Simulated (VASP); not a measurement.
Set up this calculation in VASP 6.6.1, as the native input.

```yaml
Task: relaxation of cell and atoms
Functional: PBE
Potentials_or_basis: VASP PAW PBE potentials, release 64 (Li_sv, Hf_pv, Si)
Cutoff: 600 eV
k_mesh: 4 × 4 × 4
Occupations: gaussian, width 0.1 eV
Spin: no spin polarisation
Dipole_correction: no
Further_INCAR_settings: ALGO = Normal; EDIFF = 1e-07; IBRION = 2; EDIFFG = -0.04; NSW = 90; ISIF = 3
```

The structure of LiHf3Si lies in POSCAR:

```
LiHf3Si
1.0
    4.1745575600      0.0000000000      0.0000000000
    0.0000000000      4.1745575600      0.0000000000
    0.0000000000      0.0000000000      4.2268703113
Li Hf Si
1 3 1
Direct
    0.0000000000      0.0000000000      0.0000000000
    0.5000000000      0.5000000000      0.9750000000
    0.0000000000      0.5000000000      0.4850000000
    0.5000000000      0.0000000000      0.4850000000
    0.5000000000      0.5000000000      0.5150000000
```

These files were run (other wordings do the same):

INCAR

```
SYSTEM = LiHf3Si
PREC = Accurate
ENCUT = 600
EDIFF = 1E-7
ISMEAR = 0
SIGMA = 0.1
LREAL = .False.
LASPH = .True.
NELM = 60
ALGO = Normal
ISIF = 3
LWAVE = .False.
LCHARG = .False.
GGA = PE
IBRION = 2
NSW = 90
EDIFFG = -0.04
```

KPOINTS

```
regular mesh
0
Gamma
  4 4 4
  0 0 0
```

Potentials or basis: VASP PAW PBE potentials, release 64 (Li_sv, Hf_pv, Si).

Command:

```console
$ cat potpaw_PBE.64/Li_sv/POTCAR potpaw_PBE.64/Hf_pv/POTCAR potpaw_PBE.64/Si/POTCAR > POTCAR
$ mpirun -np 1 vasp_std > vasp.out
```

Results of the run:

The relaxed volume is 24.26 Å³/atom. The relaxed cell is a = 4.896 Å, b = 4.896 Å, c = 5.060 Å, α = 90.00°, β = 90.00°, γ = 90.00°. The space group after relaxing (to 0.1 Å) is P4mm (No. 99). The energy gained by relaxing is 2098.1 meV/atom, the ionic steps are 36 and the pressure after relaxing is 0.1 GPa. The largest force after relaxing is 0.035 eV/Å and the band gap on the k mesh is zero (an odd number of electrons rules out a gap without spin polarisation).

Caveat: the k points lie up to 0.32 Å⁻¹ apart in the final cell, too coarse for converged energies and pressures of a metal; the cutoff is under 1.25 times the usual one of these potentials, so pressure, stress and relaxed cells hold a basis-set (Pulay) error; the volume moved by over 15 % at a fixed basis, so the end points are rough; spin-orbit coupling is left out, which moves the levels of the heavy elements.

Wall time 10 min on 1 thread of Intel(R) Xeon(R) Platinum 8488C (Sapphire Rapids) (shared host), peak memory 0.23 GiB.
